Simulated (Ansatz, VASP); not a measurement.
One calculation of Li2F3, two programs

```
Li F
1.0
     0.00000    3.38424    4.83337
     3.25311    0.00000    4.83337
     3.25311    3.38424    0.00000
Li F
2 3
Direct
  0.50000 0.50000 0.00000
  0.00000 0.00000 0.50000
  0.34040 0.65960 0.34040
  0.65960 0.34040 0.65960
  0.00000 0.00000 0.00000
```

Alike in both runs: functional PBE; k mesh 10 × 10 × 10; occupations gaussian, width 0.1 eV; no spin polarisation.

Ansatz relaxed the structure, and its values are those at the end. VASP's run is a single point on that final structure, the one shown.

|  | VASP | Ansatz |
| --- | --- | --- |
| version | VASP 6.6.1 | Ansatz 0.2.0 |
| potentials or method | VASP PAW PBE potentials, release 64 (Li_sv, F), cutoff 520 eV | scalar-relativistic, plane waves, PAW |
| valence electrons in the cell | 27 | 27 |

|  | VASP | Ansatz | Ansatz less VASP |
| --- | --- | --- | --- |
| gap on the k mesh at the Fermi level (eV) | none | none | - |
| rms of the force components (eV/Å) | 0.012 | 0.000 | -0.0123 |

A gap of «none» marks a metal or a gap that the smearing closes. With one functional, cell and mesh, what is left measures potentials, basis and numerics. Ansatz's warnings: xc potential rough in thin density.

Noted on VASP's run: the cutoff is short for stress, so the pressure is rough.
